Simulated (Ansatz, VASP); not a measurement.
# Two plane-wave programs on NbTe

File POSCAR:

```
NbTe
1.0
    0.0000000000      2.8428240412      2.8428240412
    2.8428240412      0.0000000000      2.8428240412
    2.8428240412      2.8428240412      0.0000000000
Nb Te
1 1
Direct
    0.5000000000      0.5000000000      0.5000000000
    0.0000000000      0.0000000000      0.0000000000
```

INCAR.step1

```
SYSTEM = NbTe
  ALGO = Normal
  EDIFF = 1E-4
  ENCUT = 520
  GGA = PE
  ISMEAR = 0
  ISPIN = 2
  LASPH = .TRUE.
  LCHARG = .FALSE.
  LMAXMIX = 4
  LREAL = .FALSE.
  LWAVE = .TRUE.
  MAGMOM = 2 0
  NBANDS = 20
  NELM = 150
  PREC = Accurate
  SIGMA = 0.05
```

INCAR.step2

```
SYSTEM = NbTe
  ALGO = Normal
  EDIFF = 1E-7
  ENCUT = 520
  ISIF = 2
  ISMEAR = 0
  ISPIN = 2
  ISTART = 1
  LASPH = .TRUE.
  LCHARG = .TRUE.
  LELF = .TRUE.
  LMAXMIX = 4
  LMIXTAU = .TRUE.
  LORBIT = 11
  LREAL = .FALSE.
  LVHAR = .TRUE.
  LWAVE = .FALSE.
  MAGMOM = 2 0
  METAGGA = R2SCAN
  NBANDS = 20
  NELM = 150
  PREC = Accurate
  SIGMA = 0.05
```

The input KPOINTS:

```
k-points
0
G
  10 10 10
  0 0 0
```

Input for Ansatz:

```yaml
crystal:
  lattice:
    - [0.0, 2.8428240412, 2.8428240412]
    - [2.8428240412, 0.0, 2.8428240412]
    - [2.8428240412, 2.8428240412, 0.0]
  atoms:
    - { symbol: Nb, position: [0.5, 0.5, 0.5], spin: 2.0 }
    - { symbol: Te, position: [0.0, 0.0, 0.0] }
basis:
  ecutwfc: 500
  ecutrho_ratio: 4
kpoints:
  mp_grid: { grid: [10, 10, 10] }
hamiltonian:
  xc: r2scan
scf:
  occupations: { method: gaussian, width: 0.05 }
output:
  forces: true
  stress: true
  eigenvalues: true
  populations: true
magnetization:
  spin_polarized: true
```

Alike in both runs: task single point; functional r2SCAN; k mesh 10 × 10 × 10; occupations gaussian, width 0.05 eV; collinear spin.

|  | VASP | Ansatz |
| --- | --- | --- |
| version | VASP 6.6.1 | Ansatz 0.2.0 |
| potentials or method | VASP PAW PBE potentials, release 64 (Nb_sv, Te), cutoff 520 eV | scalar-relativistic, plane waves, PAW |
| valence electrons in the cell | 19 | 29 |

```csv
,VASP,Ansatz,Ansatz less VASP
gap on the k mesh at the Fermi level (eV),none,none,-
pressure (GPa),6.8,6.9,+0.10
net moment per atom (μB),1.11,1.11,0.000
size of the moment on the site where the two differ most (μB),1.71,1.67,-0.044
```

VASP's potentials were made for PBE, not for r2SCAN. Site moments also hang on the region over which each program counts them. A gap of «none» marks a metal or a gap that the smearing closes. With one functional, cell and mesh, what is left measures potentials, basis and numerics. VASP's potentials hold 19 valence electrons a cell and Ansatz's 29, so a difference there can come from the potentials and not from the codes. Ansatz's warnings: stability check not made.

Neither program's run includes spin-orbit coupling.
